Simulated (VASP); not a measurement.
**Eu: single point with PBE**

Eu:

```
Eu
1.0
    -2.19395    2.19395    2.19395
     2.19395   -2.19395    2.19395
     2.19395    2.19395   -2.19395
Eu
1
Direct
  0.00000 0.00000 0.00000
```

- Program: VASP 6.6.1
- Task: single point
- Functional: PBE
- Potentials or basis: VASP PAW PBE potentials, release 64 (Eu)
- Cutoff: 520 eV
- k mesh: 10 × 10 × 10
- Occupations: gaussian, width 0.3 eV
- Spin: collinear spin, ferromagnetic start
- Starting moments: [7.02] μB
- Dipole correction: no
- Further INCAR settings: ALGO = Normal; EDIFF = 1e-07; NBANDS = 18

The pressure is -0.2 GPa, the net moment is 7.32 μB per cell and the site moments are Eu +6.67 μB. The valence electrons inside the program's atomic spheres are Eu 14.72.

Levels at points of the mesh, in eV from the Fermi level:
Spin up:
```csv
k point,band 10,band 11,band 12,band 13,band 14,band 15
"(0.00, 0.00, 0.00)",-0.47,-0.47,-0.42,1.79,1.79,1.79
"(0.50, 0.00, 0.00)",-0.48,-0.47,-0.45,0.40,0.80,3.40
"(0.50, 0.50, 0.50)",-0.58,-0.43,-0.43,-0.43,4.98,4.98
```
Spin down:
```csv
k point,band 2,band 3,band 4,band 5,band 6,band 7,band 8,band 9
"(0.00, 0.00, 0.00)",-17.92,-17.92,-17.92,-3.59,2.80,2.80,2.80,3.89
"(0.50, 0.00, 0.00)",-18.46,-18.09,-17.92,-0.92,1.31,1.59,3.83,4.13
"(0.50, 0.50, 0.50)",-18.30,-18.30,-18.30,-0.30,-0.30,3.88,3.88,3.88
```

It took 3.8 min on 1 thread of Intel Xeon 8259CL, on a shared host, peak memory 0.22 GiB.

Caveat: so wide a smearing shifts energies and pressures; spin-orbit coupling is left out, which moves the levels of the heavy elements; semilocal functionals describe open f shells poorly, which spoils levels, moments and volumes. The state reached can hang on the start; a lower one may exist.
